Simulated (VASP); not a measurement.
The system is GeMo.

```xyz
2
Lattice="2.8308 0.0000 0.0000 -1.4154 2.4516 0.0000 0.0000 0.0000 5.1028" Properties=species:S:1:pos:R:3 pbc="T T T"
Ge    0.0000    0.0000    0.0000
Mo    0.0000    0.0000    2.5514
```

The cell was built from a structure type or drawn by symmetry, and may not be a known phase.

```yaml
Program: VASP 6.6.1
Task: relaxation of cell and atoms
Functional: PBE
Potentials_or_basis: VASP PAW PBE potentials, release 64 (Ge_d, Mo_sv)
Cutoff: 600 eV
k_mesh: 24 × 24 × 12
Occupations: gaussian, width 0.1 eV
Spin: no spin polarisation
```

At the start: pressure -0.3 GPa; volume 17.71 Å³/atom.

Where does the relaxation end?

Over 5 steps the energy falls by 7.4 meV/atom and the volume is 17.57 Å³/atom (-0.8 %); space group P6/mmm (No. 191, to 0.1 Å) before and after.

Step by step:
| step | energy change (eV) | largest force (eV/Å) | pressure (GPa) | volume (Å³) |
| --- | --- | --- | --- | --- |
| 1 | 0.0000 | 0.0000 | -0.32 | 35.41 |
| 2 | -0.0148 | 0.0000 | -0.29 | 35.22 |
| 3 | -0.0148 | 0.0000 | -0.29 | 35.22 |
| 4 | -0.0147 | 0.0000 | 0.37 | 35.06 |
| 5 | -0.0148 | 0.0000 | -0.03 | 35.14 |

Final structure:
```
Ge Mo
1.0
     2.79264    0.00000    0.00000
    -1.39632    2.41849    0.00000
     0.00000    0.00000    5.20322
Ge Mo
1 1
Direct
  0.00000 0.00000 0.00000
  0.00000 0.00000 0.50000
```
